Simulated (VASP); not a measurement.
Here is a VASP 6.6.1 calculation.

Contents of INCAR:

```
  PREC = Accurate
  ENCUT = 600
  EDIFF = 1E-6
  ISMEAR = 0
  SIGMA = 0.1
  LREAL = False
  LASPH = True
  NELM = 80
  ALGO = Normal
  ISIF = 3
  LWAVE = False
  LCHARG = False
  GGA = PE
  IBRION = 2
  NSW = 90
  EDIFFG = -0.04
```

The input KPOINTS:

```
regular mesh
0
Gamma
  6 6 2
```

Contents of POSCAR:

```
B
1.0
    1.8814438100     -1.8145862600      0.0000000000
    1.8814438100      1.8145862600      0.0000000000
   -1.6845018500      0.0000000000      8.0604545800
B
8
Direct
    0.0000000000      0.0000000000      0.5000000000
    0.0000000000      0.0000000000      0.0000000000
    0.4460488400      0.1080912900      0.3724691100
    0.8919087100      0.5539511600      0.1275308900
    0.5539511600      0.8919087100      0.6275308900
    0.1080912900      0.4460488400      0.8724691100
    0.5644744200      0.4355255800      0.7500000000
    0.4355255800      0.5644744200      0.2500000000
```

Potentials or basis: VASP PAW PBE potentials, release 64 (B).

The run is started by

```bash
$ cat potpaw_PBE.64/B/POTCAR > POTCAR
$ mpirun -np 1 vasp_std > vasp.out
```

(1) Predict the band gap on the k mesh.

(2) Predict the space group after relaxing (to 0.1 Å).

(3) Predict the relaxed cell.

## Answers

(1) zero (bands 12 and 13 overlap by 4.19 eV).

(2) Cccm (No. 66).

(3) a = 2.879 Å, b = 2.879 Å, c = 7.827 Å, α = 90.03°, β = 90.03°, γ = 82.06°.

Caveat: the k points lie up to 0.40 Å⁻¹ apart in the final cell, too coarse for converged energies and pressures of a metal.
